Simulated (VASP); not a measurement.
## Sn: single point with r2SCAN

Sn:

```
CELL_PARAMETERS angstrom
4.58812 0.00000 0.00000
-2.29406 3.97343 0.00000
0.00000 0.00000 7.53698
ATOMIC_POSITIONS crystal
Sn 0.33333 0.66667 0.00024
Sn 0.66667 0.33333 0.50024
Sn 0.33333 0.66667 0.37476
Sn 0.66667 0.33333 0.87476
```

This cell differs from its parent crystal: volume changed by -3%.

```yaml
Program: VASP 6.6.1
Task: single point
Functional: r2SCAN
Potentials_or_basis: VASP PAW PBE potentials, release 64 (Sn_d)
Cutoff: 520 eV
k_mesh: 6 × 6 × 4
Occupations: fermi-dirac, width 0.02 eV
Spin: no spin polarisation
```

```
Pressure               : 1.4 GPa
Largest force          : 0.011 eV/Å
Band gap on the k mesh : 0.16 eV, indirect (least direct gap 0.17 eV)
```

Forces on the atoms (eV/Å):
```
Sn   0.000  0.000  0.011
Sn   0.000  0.000  0.011
Sn   0.000  0.000 -0.011
Sn   0.000  0.000 -0.011
```

Levels at points of the mesh, in eV from the valence-band top:
| k point | band 25 | band 26 | band 27 | band 28 | band 29 | band 30 | band 31 | band 32 |
| --- | --- | --- | --- | --- | --- | --- | --- | --- |
| (0.00, 0.00, 0.00) | -1.25 | -0.26 | -0.03 | 0.00 | 0.17 | 0.17 | 2.09 | 2.09 |
| (0.50, 0.00, 0.00) | -3.75 | -2.59 | -2.23 | -1.21 | 0.77 | 1.52 | 3.37 | 3.42 |
| (0.00, 0.00, 0.50) | -0.69 | -0.69 | -0.69 | -0.69 | 0.62 | 0.62 | 3.07 | 3.07 |
| (0.50, 0.00, 0.50) | -2.12 | -2.12 | -2.03 | -2.03 | 0.67 | 0.67 | 2.17 | 2.17 |

It took 5.4 min on 1 thread of Intel(R) Xeon(R) Platinum 8488C (Sapphire Rapids), on a shared host, peak memory 0.31 GiB.

Caveat: the PAW data sets were made with another functional, which shifts forces and pressure a little; spin-orbit coupling is left out, which moves the levels of the heavy elements. A k mesh can miss the band edges.
